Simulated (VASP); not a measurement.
# Cu (I4/mmm) in VASP: single point with PBEsol

Aim: the single point of Cu with PBEsol.

Program: VASP 6.6.1. These are calculated values, not measurements. Logs are shortened: lines on timing, memory, paths and dates and some standing lists are left out, and cuts for length are marked.

## (1) The cell of the first run

The structure is tetragonal, space group I4/mmm (No. 139). The conventional cell has a = 2.890 Å, b = 2.890 Å, c = 2.708 Å, α = 90.00°, β = 90.00°, γ = 90.00°. Within 3.2 Å of Cu (site symmetry 4/mmm) lie 14 Cu at 2.45 to 2.89 Å.

## (2) Single point, PBEsol (11.31 Å³/atom)

INCAR reads:

```
SYSTEM = Cu
ALGO     = Normal         ! electronic algorithm
EDIFF    = 1E-6           ! SCF threshold, eV
ENCUT    = 520            ! plane-wave cutoff, eV
GGA      = PS             ! functional
ISIF     = 2              ! what is computed and relaxed
ISMEAR   = 0              ! smearing method
LASPH    = .True.         ! aspherical terms in the spheres
LCHARG   = .False.        ! write CHGCAR
LREAL    = .False.        ! projectors in reciprocal space
LWAVE    = .False.        ! write WAVECAR
NBANDS   = 12             ! bands
NELM     = 60             ! most SCF steps
PREC     = Accurate       ! precision mode
SIGMA    = 0.15           ! smearing width, eV
```

KPOINTS reads:

```
k-points
0
Gamma
  24 24 24
  0 0 0
```

POSCAR reads:

```
Cu
1.0
    0.0000000000      2.0438407496      1.3538401125
    2.0438407496      0.0000000000      1.3538401125
    2.0438407496      2.0438407496      0.0000000000
Cu
1
Direct
    0.0000000000      0.0000000000      0.0000000000
```

Potentials or basis: VASP PAW PBE potentials, release 64 (Cu).

The run is started by

```console
$ cat potpaw_PBE.64/Cu/POTCAR > POTCAR
$ mpirun -np 1 vasp_std > vasp.out
```

OUTCAR:

```text
SYSTEM = Cu
   EDIFF = 1E-6
   ENCUT = 520
   GGA = PS
   ISIF = 2
   ISMEAR = 0
   LASPH = .True.
   LREAL = .False.
   NELM = 60
   PREC = Accurate

 ion  position               nearest neighbor table
   1  0.000  0.000  0.000-

  LATTYP: Found a body centered tetragonal cell.
 ALAT       =     2.8904273074
 C/A-ratio  =     0.9367750637

  Lattice vectors:

 A1 = (   0.0000000000,  -2.0438407496,  -1.3538401125)
 A2 = (   0.0000000000,   2.0438407496,  -1.3538401125)
 A3 = (   2.0438407496,   0.0000000000,   1.3538401125)

Analysis of symmetry for initial positions (statically):
=====================================================================
 Subroutine PRICEL returns:
 Original cell was already a primitive cell.

 Routine SETGRP: Setting up the symmetry group for a
 body centered tetragonal supercell.

 Subroutine GETGRP returns: Found 16 space group operations
 (whereof 16 operations were pure point group operations)
 out of a pool of 16 trial point group operations.

The static configuration has the point symmetry D_4h.

Analysis of symmetry for dynamics (positions and initial velocities):
=====================================================================
 Subroutine PRICEL returns:
 Original cell was already a primitive cell.

 Routine SETGRP: Setting up the symmetry group for a
 body centered tetragonal supercell.

 Subroutine GETGRP returns: Found 16 space group operations
 (whereof 16 operations were pure point group operations)
 out of a pool of 16 trial point group operations.

The dynamic configuration has the point symmetry D_4h.

 Subroutine INISYM returns: Found 16 space group operations
 (whereof 16 operations are pure point group operations),
 and found     1 'primitive' translations

----------------------------------------------------------------------------------------

                                     Primitive cell

  volume of cell :      11.3108

  direct lattice vectors                    reciprocal lattice vectors
     0.000000000  2.043840750  1.353840112    -0.244637455  0.244637455  0.369319830
     2.043840750  0.000000000  1.353840112     0.244637455 -0.244637455  0.369319830
     2.043840750  2.043840750  0.000000000     0.244637455  0.244637455 -0.369319830

  length of vectors
     2.451564411  2.451564411  2.890427307     0.506055437  0.506055437  0.506055437

  position of ions in fractional coordinates (direct lattice)
     0.000000000  0.000000000  0.000000000

  ion indices of the primitive-cell ions
   primitive index   ion index
                 1           1

----------------------------------------------------------------------------------------

 KPOINTS: k-points

Automatic generation of k-mesh.
 Grid dimensions read from file:
 generate k-points for:   24   24   24

 Generating k-lattice:

  Cartesian coordinates                     Fractional coordinates (reciprocal lattice)
    -0.010193227  0.010193227  0.015388326     0.041666667  0.000000000  0.000000000
     0.010193227 -0.010193227  0.015388326     0.000000000  0.041666667  0.000000000
     0.010193227  0.010193227 -0.015388326     0.000000000  0.000000000  0.041666667

  Length of vectors
     0.021085643  0.021085643  0.021085643

  Shift w.r.t. Gamma in fractional coordinates (k-lattice)
     0.000000000  0.000000000  0.000000000

 Subroutine IBZKPT returns following result:
 ===========================================

 Found   1063 irreducible k-points:

 Following reciprocal coordinates:
            Coordinates               Weight
  0.000000  0.000000  0.000000      1.000000
  0.041667 -0.000000  0.000000      8.000000
  0.083333 -0.000000  0.000000      8.000000
  0.125000  0.000000  0.000000      8.000000
  0.166667  0.000000  0.000000      8.000000
  0.208333  0.000000  0.000000      8.000000
[... 16 lines left out ...]
  0.416667  0.041667  0.000000      8.000000
  0.458333  0.041667  0.000000      8.000000
 [... further k-points ...]
   k-points           NKPTS =   1063   k-points in BZ     NKDIM =   1063   number of bands    NBANDS=     12
   number of dos      NEDOS =    301   number of ions     NIONS =      1
   total plane-waves  NPLWV =   7776
   dimension x,y,z NGX =    18 NGY =   18 NGZ =   24
   dimension x,y,z NGXF=    36 NGYF=   36 NGZF=   48
   ions per type =               1
   NGX,Y,Z   is equivalent  to a cutoff of  12.21, 12.21, 13.80 a.u.
   NGXF,Y,Z  is equivalent  to a cutoff of  24.41, 24.41, 27.61 a.u.
 SYSTEM =  Cu
   PREC   = accura    normal or accurate (medium, high low for compatibility)
   ISTART =      0    job   : 0-new  1-cont  2-samecut
   ICHARG =      2    charge: 1-file 2-atom 10-const
   ISPIN  =      1    spin polarized calculation?
   LNONCOLLINEAR =      F non collinear calculations
   LSORBIT =      F    spin-orbit coupling
   LASPH  =      T    aspherical Exc in radial PAW
   ENCUT  =  520.0 eV  38.22 Ry    6.18 a.u.   4.56  4.56  5.37*2*pi/ulx,y,z
   NELM   =     60;   NELMIN=  2; NELMDL= -5     # of ELM steps
   EDIFF  = 0.1E-05   stopping-criterion for ELM
   LREAL  =      F    real-space projection
   EDIFFG = 0.1E-04   stopping-criterion for IOM
   NSW    =      0    number of steps for IOM
   IBRION =     -1    ionic relax: 0-MD 1-quasi-New 2-CG
   NFREE  =      0    steps in history (QN), initial steepest desc. (CG)
   ISIF   =      2    stress and relaxation
   ISYM   =      2    0-nonsym 1-usesym 2-fastsym
   POTIM  = 0.5000    time-step for ionic-motion
   TEBEG  =    0.0;   TEEND  =   0.0 temperature during run
   PSTRESS=    0.0 pullay stress
   NELECT =      11.0000    total number of electrons
   NUPDOWN=      -1.0000    fix difference up-down
   EMIN   =  10.00;   EMAX   =-10.00  energy-range for DOS
   EFERMI =   0.00;   METHOD = LEGACY
   ISMEAR =     0;   SIGMA  =   0.15  broadening in eV -4-tet -1-fermi 0-gaus
   EFERMI_NEDOS =   21; number of points for ismear=-14 and -15
   IALGO  =     38    algorithm
   IMIX   =      4    mixing-type and parameters
     AMIX     =   0.40;   BMIX     =  1.00
     AMIX_MAG =   1.60;   BMIX_MAG =  1.00
  volume/ion in A,a.u.               =      11.31        76.33
  Fermi-wavevector in a.u.,A,eV,Ry     =   1.621967  3.065072 35.793874  2.630776
  Thomas-Fermi vector in A             =   2.715657
   LORBIT       =      0    0 simple, 1 ext, 2 COOP (PROOUT), +10 PAW based schemes
   GGA     = PS    functional components
   LHFCALC =     F    Hartree Fock is set to
   AEXX    =    0.0000 exact exchange contribution
   IVDW    =     0    specifies the selected vdW correction
   LEPSILON=     F    determine dielectric tensor
   LRPA    =     F    only Hartree local field effects (RPA)
 non-spin polarized calculation
 Gauss-broadening in eV      SIGMA  =   0.15
  energy-cutoff  :      520.00
  volume of cell :       11.31
 maximum number of plane-waves:       318
   NGX =  9   NGY =  9   NGZ = 11

 number of electron      11.0000004 magnetization

 Free energy of the ion-electron system (eV)
  ---------------------------------------------------
  ext. energy  EPLUGINS =         0.00000000
  ---------------------------------------------------
  free energy    TOTEN  =        -4.27127491 eV

  energy without entropy =       -4.26697493  energy(sigma->0) =       -4.26912492

 E-fermi :   7.9474     XC(G=0): -13.1630

 val. band max:        7.9318936173   @ k =  -0.4583   0.0833   0.0417
 cond. band min:       7.9545767591   @ k =   0.5000   0.1250   0.3333
 fundamental gap:      0.0226831417
 Fermi energy:         7.9474173278

 k-point     1 :       0.0000    0.0000    0.0000
  band No.  band energies     occupation
      1      -1.7717      2.00000
      2       4.5277      2.00000
      3       4.8083      2.00000
      4       4.8083      2.00000
      5       5.6195      2.00000
      6       5.9181      2.00000
      7      32.6850      0.00000
      8      32.6850      0.00000
      9      34.4985      0.00000
     10      36.8848      0.00000
     11      37.0332      0.00000
     12      37.1277      0.00000

 k-point     2 :       0.0417   -0.0000    0.0000
  band No.  band energies     occupation
      1      -1.7009      2.00000
      2       4.5353      2.00000
      3       4.8060      2.00000
      4       4.8136      2.00000
      5       5.6210      2.00000
      6       5.9068      2.00000
      7      32.3279      0.00000
      8      32.4849      0.00000
      9      33.8597      0.00000
     10      35.9690      0.00000
     11      36.2476      0.00000
     12      36.6224      0.00000

 k-point     3 :       0.0833   -0.0000    0.0000
  band No.  band energies     occupation
      1      -1.4895      2.00000
      2       4.5396      2.00000
      3       4.7969      2.00000
      4       4.8481      2.00000
      5       5.6258      2.00000
      6       5.8768      2.00000
      7      31.1403      0.00000
      8      31.9915      0.00000
      9      32.4617      0.00000
     10      34.6221      0.00000
     11      35.4337      0.00000
     12      36.3101      0.00000
[... 286 lines left out ...]
 k-point    23 :       0.4167    0.0417    0.0000
  band No.  band energies     occupation
      1       2.6073      2.00000
      2       3.9170      2.00000
      3       5.5158      2.00000
      4       5.8914      2.00000
      5       6.4123      2.00000
      6       6.6842      2.00000
      7      14.5177      0.00000
      8      25.3864      0.00000
      9      25.4572      0.00000
     10      29.9270      0.00000
     11      32.6647      0.00000
     12      39.4741      0.00000

 k-point    24 :       0.4583    0.0417    0.0000
  band No.  band energies     occupation
      1       2.6910      2.00000
      2       3.8792      2.00000
      3       5.6118      2.00000
      4       5.9168      2.00000
      5       6.5266      2.00000
      6       7.3616      2.00000
      7      13.2653      0.00000
      8      25.0197      0.00000
      9      25.1889      0.00000
     10      29.8801      0.00000
     11      32.6975      0.00000
     12      40.2446      0.00000

 [... further k-points ...]

------------------------ aborting loop because EDIFF is reached ----------------------------------------

  FORCE on cell =-STRESS in cart. coord.  units (eV):
  Direction    XX          YY          ZZ          XY          YZ          ZX
  --------------------------------------------------------------------------------------
  -------------------------------------------------------------------------------------
  Total        0.1020619      0.1020619      0.1157416      0.0000000     -0.0000000      0.0000000
  in kB       14.4571520     14.4571520     16.3948927      0.0000000     -0.0000000      0.0000000
  external PRESSURE =      15.1030656 kB  Pullay stress =       0.0000000 kB

 VOLUME and BASIS-vectors are now :
 -----------------------------------------------------------------------------
  energy-cutoff  :      520.00
  volume of cell :       11.31
      direct lattice vectors                 reciprocal lattice vectors
     0.000000000  2.043840750  1.353840112    -0.244637455  0.244637455  0.369319830
     2.043840750  0.000000000  1.353840112     0.244637455 -0.244637455  0.369319830
     2.043840750  2.043840750  0.000000000     0.244637455  0.244637455 -0.369319830

 POSITION                                       TOTAL-FORCE (eV/Angst)
 -----------------------------------------------------------------------------------
      0.00000      0.00000      0.00000        -0.000000     -0.000000     -0.000000
 -----------------------------------------------------------------------------------
    total drift:                                0.000000     -0.000000      0.000000

  FREE ENERGIE OF THE ION-ELECTRON SYSTEM (eV)
  ---------------------------------------------------
  free  energy   TOTEN  =        -4.2712749078 eV

  energy  without entropy=       -4.2669749309  energy(sigma->0) =       -4.26912492
```

Run time: 94 s. Hardware: 1 thread of AMD EPYC 7R43 (Zen 3), shared host; peak memory 0.21 GiB.

Results:

| Quantity | Value |
| --- | --- |
| Free energy | -4.2713 eV |
| Pressure | 1.5 GPa |
| Band gap on the k mesh | zero (an odd number of electrons rules out a gap without spin polarisation) |

Caveat: the PAW data sets were made with another functional, which shifts forces and pressure a little.
